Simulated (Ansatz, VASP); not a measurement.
One calculation of ZnO, two programs

```
CELL_PARAMETERS angstrom
3.24198 0.00000 0.00000
-1.62099 2.80764 0.00000
0.00000 0.00000 5.22764
ATOMIC_POSITIONS crystal
Zn 0.33333 0.66667 0.00145
Zn 0.66667 0.33333 0.50145
O 0.33333 0.66667 0.38065
O 0.66667 0.33333 0.88065
```

Alike in both runs: task single point; functional PBE; k mesh 4 × 4 × 4; occupations gaussian, width 0.05 eV; no spin polarisation.

|  | VASP | Ansatz |
| --- | --- | --- |
| version | VASP 6.6.1 | Ansatz 0.2.0 |
| potentials or method | VASP PAW PBE potentials, release 64 (Zn, O_h), cutoff 910 eV | scalar-relativistic, plane waves, PAW |
| valence electrons in the cell | 36 | 36 |

Ansatz gave:

| Quantity | Value |
| --- | --- |
| gap on the k mesh at the Fermi level (eV) | 0.79 |
| least direct gap on the mesh (eV) | 0.79 |

Problem. What did VASP give for the same quantities?

Solution. gap on the k mesh at the Fermi level (eV): 0.78; least direct gap on the mesh (eV): 0.78.

The k mesh is coarse, so the values compare programs but aren't converged. Noted on VASP's run: the cutoff is short for stress, so the pressure is rough.
